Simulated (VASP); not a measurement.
# TiSi2 (P6/mmm) in VASP: further runs

TiSi2 is run at these levels: PBE0, r2SCAN; tasks: single point.

All numbers are computed with VASP 6.6.1; they aren't measurements. Logs are shortened: lines on timing, memory, paths and dates and some standing lists are left out, and cuts for length are marked.

### 1 The cell of the first run

The structure is hexagonal, space group P6/mmm (No. 191). Conventional cell: a = 4.375 Å, b = 4.375 Å, c = 2.561 Å, α = 90.00°, β = 90.00°, γ = 120.00°. Within 3.4 Å of Ti (site symmetry 6/mmm) lie 2 Ti at 2.56 Å and 12 Si at 2.83 Å. Within 3.3 Å of Si (site symmetry -6m2) lie 5 Si at 2.53 to 2.56 Å and 6 Ti at 2.83 Å.

### 2 Single point, PBE0

Input file POSCAR:

```
TiSi2
1.0
    4.3746400000      0.0000000000      0.0000000000
   -2.1873200000      3.7885500000      0.0000000000
    0.0000000000      0.0000000000      2.5610100000
Ti Si
1 2
Direct
    0.0000000000      0.0000000000      0.0000000000
    0.3333300000      0.6666700000      0.5000000000
    0.6666700000      0.3333300000      0.5000000000
```

Input file INCAR.step1:

```
SYSTEM = TiSi2
ALGO     = Normal         ! electronic algorithm
EDIFF    = 1E-5           ! SCF threshold, eV
ENCUT    = 520            ! plane-wave cutoff, eV
GGA      = PE             ! functional
ISIF     = 2              ! what is computed and relaxed
ISMEAR   = -1             ! smearing method
LASPH    = .TRUE.         ! aspherical terms in the spheres
LCHARG   = .FALSE.        ! write CHGCAR
LREAL    = .FALSE.        ! projectors in reciprocal space
LWAVE    = .TRUE.         ! write WAVECAR
NBANDS   = 17             ! bands
NELM     = 100            ! most SCF steps
PREC     = Accurate       ! precision mode
SIGMA    = 0.05           ! smearing width, eV
```

Input file INCAR.step2:

```
SYSTEM = TiSi2
AEXX     = 0.25           ! exact-exchange fraction
ALGO     = Normal         ! electronic algorithm
EDIFF    = 1E-6           ! SCF threshold, eV
ENCUT    = 520            ! plane-wave cutoff, eV
GGA      = PE             ! functional
ISIF     = 2              ! what is computed and relaxed
ISMEAR   = -1             ! smearing method
ISTART   = 1            
LASPH    = .TRUE.         ! aspherical terms in the spheres
LCHARG   = .FALSE.        ! write CHGCAR
LHFCALC  = .TRUE.         ! exact exchange
LREAL    = .FALSE.        ! projectors in reciprocal space
LWAVE    = .FALSE.        ! write WAVECAR
NBANDS   = 17             ! bands
NELM     = 100            ! most SCF steps
PREC     = Accurate       ! precision mode
PRECFOCK = Normal       
SIGMA    = 0.05           ! smearing width, eV
```

Input file KPOINTS:

```
k-points
0
G
  4 4 6
  0 0 0
```

Potentials or basis: VASP PAW PBE potentials, release 64 (Ti_sv, Si).

Started as:

```console
$ cat potpaw_PBE.64/Ti_sv/POTCAR potpaw_PBE.64/Si/POTCAR > POTCAR
$ cp INCAR.step1 INCAR
$ mpirun -np 1 vasp_std > vasp.out
$ cp INCAR.step2 INCAR
$ mpirun -np 1 vasp_std > vasp.out
```

OUTCAR:

```text
SYSTEM = TiSi2
   AEXX = 0.25
   EDIFF = 1E-6
   ENCUT = 520
   GGA = PE
   ISIF = 2
   ISMEAR = -1
   ISTART = 1
   LASPH = .TRUE.
   LHFCALC = .TRUE.
   LREAL = .FALSE.
   NELM = 100
   PREC = Accurate
   PRECFOCK = Normal

 ion  position               nearest neighbor table
   1  0.000  0.000  0.000-   2 2.83   3 2.83   2 2.83   3 2.83   3 2.83   3 2.83   2 2.83   2 2.83
                             3 2.83   3 2.83   2 2.83   2 2.83
   2  0.333  0.667  0.500-   3 2.53   3 2.53   3 2.53   1 2.83   1 2.83   1 2.83   1 2.83   1 2.83
                             1 2.83
   3  0.667  0.333  0.500-   2 2.53   2 2.53   2 2.53   1 2.83   1 2.83   1 2.83   1 2.83   1 2.83
                             1 2.83

  LATTYP: Found a hexagonal cell.
 ALAT       =     4.3746400000
 C/A-ratio  =     0.5854218861

  Lattice vectors:

 A1 = (   4.3746400000,   0.0000000000,   0.0000000000)
 A2 = (  -2.1873200000,   3.7885500000,   0.0000000000)
 A3 = (   0.0000000000,   0.0000000000,   2.5610100000)

Analysis of symmetry for initial positions (statically):
=====================================================================
 Subroutine PRICEL returns:
 Original cell was already a primitive cell.

 Routine SETGRP: Setting up the symmetry group for a
 hexagonal supercell.

 Subroutine GETGRP returns: Found  8 space group operations
 (whereof  8 operations were pure point group operations)
 out of a pool of 24 trial point group operations.

The static configuration has the point symmetry D_2h.

Analysis of symmetry for dynamics (positions and initial velocities):
=====================================================================
 Subroutine PRICEL returns:
 Original cell was already a primitive cell.

 Routine SETGRP: Setting up the symmetry group for a
 hexagonal supercell.

 Subroutine GETGRP returns: Found  8 space group operations
 (whereof  8 operations were pure point group operations)
 out of a pool of 24 trial point group operations.

The dynamic configuration has the point symmetry D_2h.

 Subroutine INISYM returns: Found  8 space group operations
 (whereof  8 operations are pure point group operations),
 and found     1 'primitive' translations

----------------------------------------------------------------------------------------

                                     Primitive cell

  volume of cell :      42.4450

  direct lattice vectors                    reciprocal lattice vectors
     4.374640000  0.000000000  0.000000000     0.228590238  0.131976614  0.000000000
    -2.187320000  3.788550000  0.000000000     0.000000000  0.263953227  0.000000000
     0.000000000  0.000000000  2.561010000     0.000000000  0.000000000  0.390470947

  length of vectors
     4.374640000  4.374640544  2.561010000     0.263953260  0.263953227  0.390470947

  position of ions in fractional coordinates (direct lattice)
     0.000000000  0.000000000  0.000000000
     0.333330000  0.666670000  0.500000000
     0.666670000  0.333330000  0.500000000

  ion indices of the primitive-cell ions
   primitive index   ion index
                 1           1
                 2           2
                 3           3

----------------------------------------------------------------------------------------

 KPOINTS: k-points

Automatic generation of k-mesh.
 Grid dimensions read from file:
 generate k-points for:    4    4    6

 Generating k-lattice:

  Cartesian coordinates                     Fractional coordinates (reciprocal lattice)
     0.057147560  0.032994153  0.000000000     0.250000000  0.000000000  0.000000000
     0.000000000  0.065988307  0.000000000     0.000000000  0.250000000  0.000000000
     0.000000000  0.000000000  0.065078491     0.000000000  0.000000000  0.166666667

  Length of vectors
     0.065988315  0.065988307  0.065078491

  Shift w.r.t. Gamma in fractional coordinates (k-lattice)
     0.000000000  0.000000000  0.000000000

 Subroutine IBZKPT returns following result:
 ===========================================

 Found     28 irreducible k-points:

 Following reciprocal coordinates:
            Coordinates               Weight
  0.000000  0.000000  0.000000      1.000000
  0.250000 -0.000000  0.000000      4.000000
 -0.250000  0.250000  0.000000      2.000000
  0.500000 -0.000000  0.000000      2.000000
  0.500000  0.500000  0.000000      1.000000
  0.250000  0.250000  0.000000      2.000000
[... 16 lines left out ...]
  0.250000 -0.000000  0.500000      4.000000
 -0.250000  0.250000  0.500000      2.000000
 [... further k-points ...]
   k-points           NKPTS =     28   k-points in BZ     NKDIM =     96   number of bands    NBANDS=     17
   number of dos      NEDOS =    301   number of ions     NIONS =      3
   total plane-waves  NPLWV =  25920
   dimension x,y,z NGX =    36 NGY =   36 NGZ =   20
   dimension x,y,z NGXF=    72 NGYF=   72 NGZF=   40
   ions per type =               1   2
   NGX,Y,Z   is equivalent  to a cutoff of  13.68, 13.68, 12.98 a.u.
   NGXF,Y,Z  is equivalent  to a cutoff of  27.36, 27.36, 25.97 a.u.
 SYSTEM =  TiSi2
   PREC   = accura    normal or accurate (medium, high low for compatibility)
   ISTART =      1    job   : 0-new  1-cont  2-samecut
   ICHARG =      0    charge: 1-file 2-atom 10-const
   ISPIN  =      1    spin polarized calculation?
   LNONCOLLINEAR =      F non collinear calculations
   LSORBIT =      F    spin-orbit coupling
   LASPH  =      T    aspherical Exc in radial PAW
   ENCUT  =  520.0 eV  38.22 Ry    6.18 a.u.   8.13  8.13  4.76*2*pi/ulx,y,z
   NELM   =    100;   NELMIN=  2; NELMDL=  0     # of ELM steps
   EDIFF  = 0.1E-05   stopping-criterion for ELM
   LREAL  =      F    real-space projection
   EDIFFG = 0.1E-04   stopping-criterion for IOM
   NSW    =      0    number of steps for IOM
   IBRION =     -1    ionic relax: 0-MD 1-quasi-New 2-CG
   NFREE  =      0    steps in history (QN), initial steepest desc. (CG)
   ISIF   =      2    stress and relaxation
   ISYM   =      3    0-nonsym 1-usesym 2-fastsym
   POTIM  = 0.5000    time-step for ionic-motion
   TEBEG  =    0.0;   TEEND  =   0.0 temperature during run
   PSTRESS=    0.0 pullay stress
   NELECT =      20.0000    total number of electrons
   NUPDOWN=      -1.0000    fix difference up-down
   EMIN   =  10.00;   EMAX   =-10.00  energy-range for DOS
   EFERMI =   0.00;   METHOD = LEGACY
   ISMEAR =    -1;   SIGMA  =   0.05  broadening in eV -4-tet -1-fermi 0-gaus
   EFERMI_NEDOS =   21; number of points for ismear=-14 and -15
   IALGO  =     38    algorithm
   IMIX   =      1    mixing-type and parameters
     AMIX     =   0.40;   BMIX     =  1.00
     AMIX_MAG =   1.60;   BMIX_MAG =  1.00
  volume/ion in A,a.u.               =      14.15        95.48
  Fermi-wavevector in a.u.,A,eV,Ry     =   1.273921  2.407362 22.080564  1.622876
  Thomas-Fermi vector in A             =   2.406718
   LORBIT       =      0    0 simple, 1 ext, 2 COOP (PROOUT), +10 PAW based schemes
   GGA     = PE    functional components
   LHFCALC =     T    Hartree Fock is set to
   PRECFOCK=normal    Normal, Fast or Accurate (Low or Medium for compatibility)
   ENCUT4O =  -1.0   cutoff for four orbital integrals eV
   NKREDX  =     1    reduce k-point grid by
   NKREDY  =     1    reduce k-point grid by
   NKREDZ  =     1    reduce k-point grid by
   AEXX    =    0.2500 exact exchange contribution
   HFSCREEN=    0.0000 screening length (either q_TF or 0.3 A-1)
   HFSCREENC=   0.0000 screening length for correlation (either q_TF or 0.3 A-1)
   ENCUTFOCK=  -1.0 apply spherical cutoff to Coloumb kernel
   IVDW    =     0    specifies the selected vdW correction
   LEPSILON=     F    determine dielectric tensor
   LRPA    =     F    only Hartree local field effects (RPA)
 non-spin polarized calculation
  energy-cutoff  :      520.00
  volume of cell :       42.45
 maximum number of plane-waves:      1152
 NGX is ok and might be reduce to    36
  NGX = 28; NGY = 28; NGZ = 16

 number of electron      20.0000001 magnetization

 Free energy of the ion-electron system (eV)
  ---------------------------------------------------
  ext. energy  EPLUGINS =         0.00000000
  ---------------------------------------------------
  free energy    TOTEN  =       -24.77416657 eV

  energy without entropy =      -24.77166117  energy(sigma->0) =      -24.77291387

 E-fermi :  10.4209     XC(G=0):  -9.1778

 val. band max:       10.3644973991   @ k =   0.5000  -0.0000   0.3333
 cond. band min:      10.8455662742   @ k =   0.5000   0.5000   0.3333
 fundamental gap:      0.4810688751
 Fermi energy:        10.4208960689

 k-point     1 :       0.0000    0.0000    0.0000
  band No.  band energies     occupation
      1     -51.2818      2.00000
      2     -26.0288      2.00000
      3     -26.0272      2.00000
      4     -25.1905      2.00000
      5      -4.8021      2.00000
      6       4.1039      2.00000
[... 9 lines left out ...]
     16      17.3975      0.00000
     17      18.9004      0.00000

 k-point     2 :       0.2500   -0.0000    0.0000
  band No.  band energies     occupation
      1     -51.2818      2.00000
      2     -26.0318      2.00000
      3     -26.0286      2.00000
      4     -25.1916      2.00000
      5      -4.1272      2.00000
      6       0.7492      2.00000
[... 9 lines left out ...]
     16      18.7319      0.00000
     17      19.7455      0.00000

 k-point     3 :      -0.2500    0.2500    0.0000
  band No.  band energies     occupation
      1     -51.2818      2.00000
      2     -26.0329      2.00000
      3     -26.0275      2.00000
      4     -25.1916      2.00000
      5      -4.1271      2.00000
      6       0.7469      2.00000
[... 9 lines left out ...]
     16      18.7316      0.00000
     17      19.7458      0.00000

 k-point     4 :       0.5000   -0.0000    0.0000
  band No.  band energies     occupation
      1     -51.2818      2.00000
      2     -26.0363      2.00000
      3     -26.0292      2.00000
      4     -25.1928      2.00000
      5      -2.7220      2.00000
      6      -1.5099      2.00000
[... 9 lines left out ...]
     16      17.6714      0.00000
     17      19.6270      0.00000
[... 343 lines left out ...]
      1     -51.1068      2.00000
      2     -26.3677      2.00000
      3     -25.8559      2.00000
      4     -25.8543      2.00000
      5       0.5961      2.00000
      6       2.0699      2.00000
[... 9 lines left out ...]
     16      18.3376      0.00000
     17      18.9264      0.00000

 k-point    23 :       0.2500   -0.0000    0.5000
  band No.  band energies     occupation
      1     -51.1065      2.00000
      2     -26.3665      2.00000
      3     -25.8619      2.00000
      4     -25.8571      2.00000
      5       0.9610      2.00000
      6       2.7461      2.00000
[... 9 lines left out ...]
     16      15.6546      0.00000
     17      16.6569      0.00000

 k-point    24 :      -0.2500    0.2500    0.5000
  band No.  band energies     occupation
      1     -51.1065      2.00000
      2     -26.3665      2.00000
      3     -25.8630      2.00000
      4     -25.8560      2.00000
      5       0.9614      2.00000
      6       2.7491      2.00000
[... 9 lines left out ...]
     16      15.6565      0.00000
     17      16.6539      0.00000

 [... further k-points ...]
[... 5 lines left out ...]
  --------------------------------------------------------------------------------------
  -------------------------------------------------------------------------------------
  Total        0.7522803      0.6748121     -3.5145183     -0.0670897      0.0000000      0.0000000
  in kB       28.3964243     25.4722210   -132.6629891     -2.5324421      0.0000000      0.0000000
  external PRESSURE =     -26.2647812 kB  Pullay stress =       0.0000000 kB

 VOLUME and BASIS-vectors are now :
 -----------------------------------------------------------------------------
  energy-cutoff  :      520.00
  volume of cell :       42.45
      direct lattice vectors                 reciprocal lattice vectors
     4.374640000  0.000000000  0.000000000     0.228590238  0.131976614  0.000000000
    -2.187320000  3.788550000  0.000000000     0.000000000  0.263953227  0.000000000
     0.000000000  0.000000000  2.561010000     0.000000000  0.000000000  0.390470947

 POSITION                                       TOTAL-FORCE (eV/Angst)
 -----------------------------------------------------------------------------------
      0.00000      0.00000      0.00000        -0.000000      0.000000      0.000000
     -0.00002      2.52571      1.28051        -0.032565      0.018801      0.000000
      2.18734      1.26284      1.28051         0.032565     -0.018801      0.000000
 -----------------------------------------------------------------------------------
    total drift:                                0.000000     -0.000000      0.000000

  FREE ENERGIE OF THE ION-ELECTRON SYSTEM (eV)
  ---------------------------------------------------
  free  energy   TOTEN  =       -24.7741665665 eV

  energy  without entropy=      -24.7716611656  energy(sigma->0) =      -24.77291387
```

Wall time 45 min (1 thread of Intel Xeon Platinum 8488C (Sapphire Rapids), shared host); peak memory 0.2 GiB.

Results:

```
Free energy            : -24.7742 eV
Pressure               : -2.6 GPa
Largest force          : 0.038 eV/Å
Band gap on the k mesh : zero (bands 10 and 11 overlap by 4.19 eV)
```

Forces in eV/Å, atoms in the order of the input:
```
Ti   0.000  0.000  0.000
Si  -0.033  0.019  0.000
Si   0.033 -0.019  0.000
```

Stress tensor (GPa, compression positive):
```
  2.84  -0.25   0.00
 -0.25   2.55   0.00
  0.00   0.00 -13.27
```

Caveat: the k points lie up to 0.41 Å⁻¹ apart, too coarse for converged energies and pressures of a metal; the PAW data sets were made with another functional, which shifts forces and pressure a little.

### 3 Single point, r2SCAN

POSCAR is that of step 2.

Input file INCAR.step1:

```
PREC = Accurate ; ENCUT = 520
ISMEAR = -1 ; SIGMA = 0.05
LREAL = F ; LASPH = T
NELM = 80 ; NBANDS = 17
GGA = PE ; ALGO = Normal
EDIFF = 1E-4 ; LWAVE = T
LCHARG = F
```

Input file INCAR.step2:

```
PREC = Accurate ; ENCUT = 520
EDIFF = 1E-6 ; ISMEAR = -1
SIGMA = 0.05 ; LREAL = F
LASPH = T ; NELM = 80
ALGO = Normal ; ISIF = 2
LWAVE = F ; LCHARG = F
METAGGA = R2SCAN ; LMIXTAU = T
NBANDS = 17 ; ISTART = 1
```

Input file KPOINTS:

```
regular mesh
0
Gamma
  4 4 6
```

Potentials or basis: VASP PAW PBE potentials, release 64 (Ti_sv, Si).

Started as:

```console
$ cat potpaw_PBE.64/Ti_sv/POTCAR potpaw_PBE.64/Si/POTCAR > POTCAR
$ cp INCAR.step1 INCAR
$ mpirun -np 1 vasp_std > vasp.out
$ cp INCAR.step2 INCAR
$ mpirun -np 1 vasp_std > vasp.out
```

Run time: 2.1 min. Hardware: 1 thread of Intel Xeon 8259CL, shared host; peak memory 0.18 GiB.

It converged, with:

```yaml
Free_energy: -31.0838 eV
Pressure: -0.9 GPa
Band_gap_on_the_k_mesh: zero (bands 10 and 11 overlap by 3.10 eV)
```

Stress tensor (GPa, compression positive):
```
 2.42  0.00  0.00
 0.00  2.42  0.00
 0.00  0.00 -7.47
```

Levels at points of the mesh, in eV from the Fermi level:
```
           k point  band 7  band 8  band 9  band 10  band 11  band 12  band 13  band 14
(0.00, 0.00, 0.00)   -5.58   -5.28   -1.75    -1.14    -1.14     3.23     3.23     3.60
(0.50, 0.00, 0.00)   -5.74   -4.37   -0.84    -0.58     2.71     2.90     3.17     3.75
(0.50, 0.50, 0.00)   -5.74   -4.37   -0.84    -0.58     2.71     2.90     3.17     3.75
(0.00, 0.00, 0.50)   -2.33   -2.33   -0.97    -0.97    -0.96    -0.23    -0.23     1.80
(0.50, 0.00, 0.50)   -5.66   -4.85   -3.99     1.10     1.27     1.39     2.05     2.33
(0.50, 0.50, 0.50)   -5.66   -4.85   -3.99     1.10     1.27     1.39     2.05     2.33
```

Caveat: the k points lie up to 0.41 Å⁻¹ apart, too coarse for converged energies and pressures of a metal; the PAW data sets were made with another functional, which shifts forces and pressure a little.
